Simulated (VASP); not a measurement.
# In4P (Im-3m) in VASP: a series of runs

Runs on In4P. Level: PBE. Tasks: single point, relaxation of cell and atoms.

All numbers are computed with VASP 6.6.1; they aren't measurements. Logs are shortened: lines on timing, memory, paths and dates and some standing lists are left out, and cuts for length are marked.

### Step 1. The cell of the first run

The structure is cubic, space group Im-3m (No. 229). Conventional cell: a = 6.598 Å, b = 6.598 Å, c = 6.598 Å, α = 90.00°, β = 90.00°, γ = 90.00°. Within 3.8 Å of In (site symmetry -3m) lie 2 P at 2.86 Å and 6 In at 3.30 Å. P (site symmetry m-3m) has 8 In at 2.86 Å within 3.8 Å.

### Step 2. Single point, PBE

File INCAR:

```
  PREC = Accurate
  ENCUT = 520
  EDIFF = 1E-7
  ISMEAR = 0
  SIGMA = 0.1
  LREAL = False
  LASPH = True
  NELM = 80
  ALGO = Normal
  ISIF = 2
  LWAVE = False
  LCHARG = True
  GGA = PE
  LELF = True
  LVHAR = True
  NBANDS = 36
```

File KPOINTS:

```
Automatic mesh
0
Gamma
  8 8 8
```

File POSCAR:

```
In4P
1.0
   -3.2989967852      3.2989967852      3.2989967852
    3.2989967852     -3.2989967852      3.2989967852
    3.2989967852      3.2989967852     -3.2989967852
In P
4 1
Direct
    0.0000000000      0.0000000000      0.5000000000
    0.5000000000      0.0000000000      0.0000000000
    0.0000000000      0.5000000000      0.0000000000
    0.5000000000      0.5000000000      0.5000000000
    0.0000000000      0.0000000000      0.0000000000
```

Potentials or basis: VASP PAW PBE potentials, release 64 (In_d, P).

The run is started by

```
cat potpaw_PBE.64/In_d/POTCAR potpaw_PBE.64/P/POTCAR > POTCAR
mpirun -np 1 vasp_std > vasp.out
```

OUTCAR:

```text
PREC = Accurate
   ENCUT = 520
   EDIFF = 1E-7
   ISMEAR = 0
   LREAL = False
   LASPH = True
   NELM = 80
   ISIF = 2
   GGA = PE

 ion  position               nearest neighbor table
   1  0.000  0.000  0.500-   5 2.86   5 2.86   4 3.30   2 3.30   3 3.30   3 3.30   2 3.30   4 3.30

   2  0.500  0.000  0.000-   5 2.86   5 2.86   4 3.30   1 3.30   4 3.30   3 3.30   1 3.30   3 3.30

   3  0.000  0.500  0.000-   5 2.86   5 2.86   4 3.30   1 3.30   2 3.30   1 3.30   4 3.30   2 3.30

   4  0.500  0.500  0.500-   5 2.86   5 2.86   3 3.30   1 3.30   2 3.30   3 3.30   1 3.30   2 3.30

   5  0.000  0.000  0.000-   1 2.86   2 2.86   3 2.86   4 2.86   1 2.86   3 2.86   2 2.86   4 2.86

  LATTYP: Found a body centered cubic cell.
 ALAT       =     6.5979935704

  Lattice vectors:

 A1 = (  -3.2989967852,   3.2989967852,   3.2989967852)
 A2 = (   3.2989967852,  -3.2989967852,   3.2989967852)
 A3 = (   3.2989967852,   3.2989967852,  -3.2989967852)

Analysis of symmetry for initial positions (statically):
=====================================================================
 Subroutine PRICEL returns:
 Original cell was already a primitive cell.

 Routine SETGRP: Setting up the symmetry group for a
 body centered cubic supercell.

 Subroutine GETGRP returns: Found 48 space group operations
 (whereof 48 operations were pure point group operations)
 out of a pool of 48 trial point group operations.

The static configuration has the point symmetry O_h .

Analysis of symmetry for dynamics (positions and initial velocities):
=====================================================================
 Subroutine PRICEL returns:
 Original cell was already a primitive cell.

 Routine SETGRP: Setting up the symmetry group for a
 body centered cubic supercell.

 Subroutine GETGRP returns: Found 48 space group operations
 (whereof 48 operations were pure point group operations)
 out of a pool of 48 trial point group operations.

The dynamic configuration has the point symmetry O_h .

 Subroutine INISYM returns: Found 48 space group operations
 (whereof 48 operations are pure point group operations),
 and found     1 'primitive' translations

----------------------------------------------------------------------------------------

                                     Primitive cell

  volume of cell :     143.6169

  direct lattice vectors                    reciprocal lattice vectors
    -3.298996785  3.298996785  3.298996785     0.000000000  0.151561227  0.151561227
     3.298996785 -3.298996785  3.298996785     0.151561227  0.000000000  0.151561227
     3.298996785  3.298996785 -3.298996785     0.151561227  0.151561227  0.000000000

  length of vectors
     5.714030046  5.714030046  5.714030046     0.214339942  0.214339942  0.214339942

  position of ions in fractional coordinates (direct lattice)
     0.000000000  0.000000000  0.500000000
     0.500000000  0.000000000  0.000000000
     0.000000000  0.500000000  0.000000000
     0.500000000  0.500000000  0.500000000
     0.000000000  0.000000000  0.000000000

  ion indices of the primitive-cell ions
   primitive index   ion index
                 1           1
                 2           2
                 3           3
                 4           4
                 5           5

----------------------------------------------------------------------------------------

 KPOINTS: Automatic mesh

Automatic generation of k-mesh.
 Grid dimensions read from file:
 generate k-points for:    8    8    8

 Generating k-lattice:

  Cartesian coordinates                     Fractional coordinates (reciprocal lattice)
     0.000000000  0.018945153  0.018945153     0.125000000  0.000000000  0.000000000
     0.018945153  0.000000000  0.018945153     0.000000000  0.125000000  0.000000000
     0.018945153  0.018945153  0.000000000     0.000000000  0.000000000  0.125000000

  Length of vectors
     0.026792493  0.026792493  0.026792493

  Shift w.r.t. Gamma in fractional coordinates (k-lattice)
     0.000000000  0.000000000  0.000000000

 Subroutine IBZKPT returns following result:
 ===========================================

 Found     29 irreducible k-points:

 Following reciprocal coordinates:
            Coordinates               Weight
  0.000000  0.000000  0.000000      1.000000
  0.125000  0.000000  0.000000     12.000000
  0.250000  0.000000  0.000000     12.000000
  0.375000  0.000000  0.000000     12.000000
  0.500000  0.000000  0.000000      6.000000
  0.125000  0.125000  0.000000     24.000000
[... 16 lines left out ...]
 -0.250000  0.250000  0.250000      6.000000
 -0.375000  0.375000  0.250000     24.000000
 [... further k-points ...]
   k-points           NKPTS =     29   k-points in BZ     NKDIM =     29   number of bands    NBANDS=     36
   number of dos      NEDOS =    301   number of ions     NIONS =      5
   total plane-waves  NPLWV =  74088
   dimension x,y,z NGX =    42 NGY =   42 NGZ =   42
   dimension x,y,z NGXF=    84 NGYF=   84 NGZF=   84
   ions per type =               4   1
   NGX,Y,Z   is equivalent  to a cutoff of  12.22, 12.22, 12.22 a.u.
   NGXF,Y,Z  is equivalent  to a cutoff of  24.44, 24.44, 24.44 a.u.
 SYSTEM =  unknown system
   PREC   = accura    normal or accurate (medium, high low for compatibility)
   ISTART =      0    job   : 0-new  1-cont  2-samecut
   ICHARG =      2    charge: 1-file 2-atom 10-const
   ISPIN  =      1    spin polarized calculation?
   LNONCOLLINEAR =      F non collinear calculations
   LSORBIT =      F    spin-orbit coupling
   LASPH  =      T    aspherical Exc in radial PAW
   ENCUT  =  520.0 eV  38.22 Ry    6.18 a.u.  10.62 10.62 10.62*2*pi/ulx,y,z
   NELM   =     80;   NELMIN=  2; NELMDL= -5     # of ELM steps
   EDIFF  = 0.1E-06   stopping-criterion for ELM
   LREAL  =      F    real-space projection
   EDIFFG = 0.1E-05   stopping-criterion for IOM
   NSW    =      0    number of steps for IOM
   IBRION =     -1    ionic relax: 0-MD 1-quasi-New 2-CG
   NFREE  =      0    steps in history (QN), initial steepest desc. (CG)
   ISIF   =      2    stress and relaxation
   ISYM   =      2    0-nonsym 1-usesym 2-fastsym
   POTIM  = 0.5000    time-step for ionic-motion
   TEBEG  =    0.0;   TEEND  =   0.0 temperature during run
   PSTRESS=    0.0 pullay stress
   NELECT =      57.0000    total number of electrons
   NUPDOWN=      -1.0000    fix difference up-down
   EMIN   =  10.00;   EMAX   =-10.00  energy-range for DOS
   EFERMI =   0.00;   METHOD = LEGACY
   ISMEAR =     0;   SIGMA  =   0.10  broadening in eV -4-tet -1-fermi 0-gaus
   EFERMI_NEDOS =   21; number of points for ismear=-14 and -15
   IALGO  =     38    algorithm
   IMIX   =      4    mixing-type and parameters
     AMIX     =   0.40;   BMIX     =  1.00
     AMIX_MAG =   1.60;   BMIX_MAG =  1.00
  volume/ion in A,a.u.               =      28.72       193.83
  Fermi-wavevector in a.u.,A,eV,Ry     =   1.203089  2.273509 19.693400  1.447424
  Thomas-Fermi vector in A             =   2.338853
   LORBIT       =      0    0 simple, 1 ext, 2 COOP (PROOUT), +10 PAW based schemes
   GGA     = PE    functional components
   LHFCALC =     F    Hartree Fock is set to
   AEXX    =    0.0000 exact exchange contribution
   IVDW    =     0    specifies the selected vdW correction
   LEPSILON=     F    determine dielectric tensor
   LRPA    =     F    only Hartree local field effects (RPA)
 non-spin polarized calculation
 Gauss-broadening in eV      SIGMA  =   0.10
  energy-cutoff  :      520.00
  volume of cell :      143.62
 maximum number of plane-waves:      3925
   NGX = 21   NGY = 21   NGZ = 21

 number of electron      57.0000029 magnetization

 Free energy of the ion-electron system (eV)
  ---------------------------------------------------
  ext. energy  EPLUGINS =         0.00000000
  ---------------------------------------------------
  free energy    TOTEN  =       -14.50350906 eV

  energy without entropy =      -14.48480584  energy(sigma->0) =      -14.49415745

 E-fermi :   5.6405     XC(G=0):  -9.4016

 val. band max:        5.6277707188   @ k =   0.5000   0.0000   0.0000
 cond. band min:       5.6457200050   @ k =   0.3750   0.1250  -0.0000
 fundamental gap:      0.0179492862
 Fermi energy:         5.6404928134

 k-point     1 :       0.0000    0.0000    0.0000
  band No.  band energies     occupation
      1      -9.1409      2.00000
      2      -9.0204      2.00000
      3      -9.0204      2.00000
      4      -8.8956      2.00000
      5      -8.8956      2.00000
      6      -8.8588      2.00000
[... 28 lines left out ...]
     35       9.6584      0.00000
     36       9.6584      0.00000

 k-point     2 :       0.1250    0.0000    0.0000
  band No.  band energies     occupation
      1      -9.1195      2.00000
      2      -9.0134      2.00000
      3      -9.0030      2.00000
      4      -8.8889      2.00000
      5      -8.8857      2.00000
      6      -8.8643      2.00000
[... 28 lines left out ...]
     35       9.4065      0.00000
     36       9.7198      0.00000

 k-point     3 :       0.2500    0.0000    0.0000
  band No.  band energies     occupation
      1      -9.0619      2.00000
      2      -8.9937      2.00000
      3      -8.9528      2.00000
      4      -8.8805      2.00000
      5      -8.8699      2.00000
      6      -8.8572      2.00000
[... 28 lines left out ...]
     35       9.9335      0.00000
     36      10.5218      0.00000

 k-point     4 :       0.3750    0.0000    0.0000
  band No.  band energies     occupation
      1      -8.9880      2.00000
      2      -8.9643      2.00000
      3      -8.9051      2.00000
      4      -8.8760      2.00000
      5      -8.8408      2.00000
      6      -8.8182      2.00000
[... 28 lines left out ...]
     35       9.7719      0.00000
     36      10.9793      0.00000

 k-point     5 :       0.5000    0.0000    0.0000
  band No.  band energies     occupation
      1      -8.9410      2.00000
      2      -8.9363      2.00000
      3      -8.9302      2.00000
      4      -8.8427      2.00000
      5      -8.8158      2.00000
      6      -8.8080      2.00000
[... 655 lines left out ...]
 k-point    22 :       0.2500    0.2500    0.2500
  band No.  band energies     occupation
      1      -8.8904      2.00000
      2      -8.7848      2.00000
      3      -8.7848      2.00000
      4      -8.7848      2.00000
      5      -8.7787      2.00000
      6      -8.7787      2.00000
[... 28 lines left out ...]
     35       8.7228      0.00000
     36       8.7228      0.00000

 k-point    23 :      -0.2500    0.2500    0.2500
  band No.  band energies     occupation
      1      -9.0077      2.00000
      2      -9.0019      2.00000
      3      -8.9071      2.00000
      4      -8.9071      2.00000
      5      -8.8770      2.00000
      6      -8.8493      2.00000
[... 28 lines left out ...]
     35      10.1054      0.00000
     36      11.0448      0.00000

 k-point    24 :      -0.3750    0.3750    0.2500
  band No.  band energies     occupation
      1      -8.9944      2.00000
      2      -8.9497      2.00000
      3      -8.9363      2.00000
      4      -8.9241      2.00000
      5      -8.8524      2.00000
      6      -8.8437      2.00000
[... 28 lines left out ...]
     35      10.5921      0.00000
     36      10.6159      0.00000

 [... further k-points ...]

------------------------ aborting loop because EDIFF is reached ----------------------------------------

  FORCE on cell =-STRESS in cart. coord.  units (eV):
  Direction    XX          YY          ZZ          XY          YZ          ZX
  --------------------------------------------------------------------------------------
  -------------------------------------------------------------------------------------
  Total       -0.0276928     -0.0276928     -0.0276928      0.0000000      0.0000000     -0.0000000
  in kB       -0.3089382     -0.3089382     -0.3089382      0.0000000      0.0000000     -0.0000000
  external PRESSURE =      -0.3089382 kB  Pullay stress =       0.0000000 kB

 VOLUME and BASIS-vectors are now :
 -----------------------------------------------------------------------------
  energy-cutoff  :      520.00
  volume of cell :      143.62
      direct lattice vectors                 reciprocal lattice vectors
    -3.298996785  3.298996785  3.298996785     0.000000000  0.151561227  0.151561227
     3.298996785 -3.298996785  3.298996785     0.151561227  0.000000000  0.151561227
     3.298996785  3.298996785 -3.298996785     0.151561227  0.151561227  0.000000000

 POSITION                                       TOTAL-FORCE (eV/Angst)
 -----------------------------------------------------------------------------------
      1.64950      1.64950     -1.64950         0.000000     -0.000000      0.000000
     -1.64950      1.64950      1.64950        -0.000000     -0.000000     -0.000000
      1.64950     -1.64950      1.64950        -0.000000      0.000000     -0.000000
      1.64950      1.64950      1.64950         0.000000     -0.000000      0.000000
      0.00000      0.00000      0.00000         0.000000     -0.000000      0.000000
 -----------------------------------------------------------------------------------
    total drift:                               -0.000000     -0.000000      0.000000

  FREE ENERGIE OF THE ION-ELECTRON SYSTEM (eV)
  ---------------------------------------------------
  free  energy   TOTEN  =       -14.5035090630 eV

  energy  without entropy=      -14.4848058362  energy(sigma->0) =      -14.49415745
```

It took 2.8 min on 1 thread of Intel Xeon 6975P-C, shared host; peak memory 0.32 GiB.

What came out:

```
Free energy : -14.5035 eV
Pressure    : 0.0 GPa
```

Levels at points of the mesh, in eV from the Fermi level:
```csv
k point,band 27,band 28,band 29,band 30,band 31,band 32
"(0.00, 0.00, 0.00)",-2.75,-2.75,-0.43,-0.43,-0.43,3.33
"(0.50, 0.00, 0.00)",-0.01,0.14,0.36,0.91,1.38,2.45
"(0.50, 0.50, 0.50)",0.56,0.87,0.87,0.87,1.03,1.03
```

Caveat: spin-orbit coupling is left out, which moves the levels of the heavy elements.

### Step 3. Relaxation of cell and atoms, PBE

This run uses another cell than the first one, of 24.61 Å³/atom, 0.857 times its volume.

File INCAR:

```
  PREC = Accurate
  ENCUT = 600
  EDIFF = 1E-6
  ISMEAR = 0
  SIGMA = 0.1
  LREAL = F
  LASPH = T
  NELM = 80
  ALGO = Normal
  ISIF = 3
  LWAVE = F
  LCHARG = F
  GGA = PE
  IBRION = 2
  NSW = 90
  EDIFFG = -0.04
```

File KPOINTS:

```
Automatic mesh
0
Gamma
  4 4 4
```

Changes to POSCAR since step 2:

```diff
@@ -2,5 +2,5 @@
 1.0
-   -3.2989967852      3.2989967852      3.2989967852
-    3.2989967852     -3.2989967852      3.2989967852
-    3.2989967852      3.2989967852     -3.2989967852
+   -3.1334394400      3.1334394400      3.1334394400
+    3.1334394400     -3.1334394400      3.1334394400
+    3.1334394400      3.1334394400     -3.1334394400
 In P
```

Potentials or basis: VASP PAW PBE potentials, release 64 (In_d, P).

The run is started by

```
cat potpaw_PBE.64/In_d/POTCAR potpaw_PBE.64/P/POTCAR > POTCAR
mpirun -np 1 vasp_std > vasp.out
```

It took 2.5 min on 1 thread of Intel Xeon 6975P-C, shared host; peak memory 0.35 GiB.

The run converged. Its results:

```yaml
Free_energy: -14.5798 eV
Relaxed_volume: 27.66 Å³/atom
Relaxed_cell: a = 5.643 Å, b = 5.643 Å, c = 5.643 Å, α = 109.47°, β = 109.47°, γ = 109.47°
Space_group_after_relaxing_to_0.05_Å: Im-3m (No. 229)
Energy_gained_by_relaxing: 52.9 meV/atom
Ionic_steps: 3
Pressure_after_relaxing: 0.0 GPa
```

The path:
```tsv
step	energy change (eV)	largest force (eV/Å)	pressure (GPa)	volume (Å³)
1	0.0000	0.0000	6.25	123.06
2	-0.2591	0.0000	-0.68	140.97
3	-0.2643	0.0000	0.05	138.31
```

Final structure:
```xyz
5
Lattice="-3.2578 3.2578 3.2578 3.2578 -3.2578 3.2578 3.2578 3.2578 -3.2578" Properties=species:S:1:pos:R:3 pbc="T T T"
In    1.6289    1.6289   -1.6289
In   -1.6289    1.6289    1.6289
In    1.6289   -1.6289    1.6289
In    1.6289    1.6289    1.6289
P     0.0000    0.0000    0.0000
```

Levels at points of the mesh, in eV from the Fermi level:
```tsv
k point	band 26	band 27	band 28	band 29	band 30	band 31
(0.00, 0.00, 0.00)	-2.86	-2.86	-2.86	-0.59	-0.59	-0.59
(0.50, 0.00, 0.00)	-3.96	-0.17	-0.03	0.04	0.75	1.23
(0.50, 0.50, 0.50)	-2.99	0.60	0.60	0.60	0.67	0.82
```

Caveat: spin-orbit coupling is left out, which moves the levels of the heavy elements.
